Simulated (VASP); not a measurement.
Si, 1 atom in the cell. Symmetry: Fm-3m, No. 225, cubic system. The conventional cell has a = 3.895 Å, b = 3.895 Å, c = 3.895 Å, α = 90.00°, β = 90.00°, γ = 90.00°. Within 3.6 Å of Si (site symmetry m-3m) lie 12 Si at 2.75 Å. 

```yaml
Program: VASP 6.6.1
Task: single point
Functional: PBE
Potentials_or_basis: VASP PAW PBE potentials, release 64 (Si)
Cutoff: 500 eV
k_mesh: 24 × 24 × 24
Occupations: fermi-dirac, width 0.0612256 eV
Spin: no spin polarisation
Dipole_correction: no
Further_INCAR_settings: ALGO = Normal; EDIFF = 1e-06; NBANDS = 8
```

Potentials or basis: VASP PAW PBE potentials, release 64 (Si).

Command:

```sh
$ cat potpaw_PBE.64/Si/POTCAR > POTCAR
$ mpirun -np 1 vasp_std > vasp.out
```

Hardware: 1 thread of Intel Xeon 8259CL (shared host).

How long does it take, and how much memory?

It took 52 s on 1 thread of Intel Xeon 8259CL, on a shared host, peak memory 0.15 GiB. Counts: scf iterations 9, k points 413.
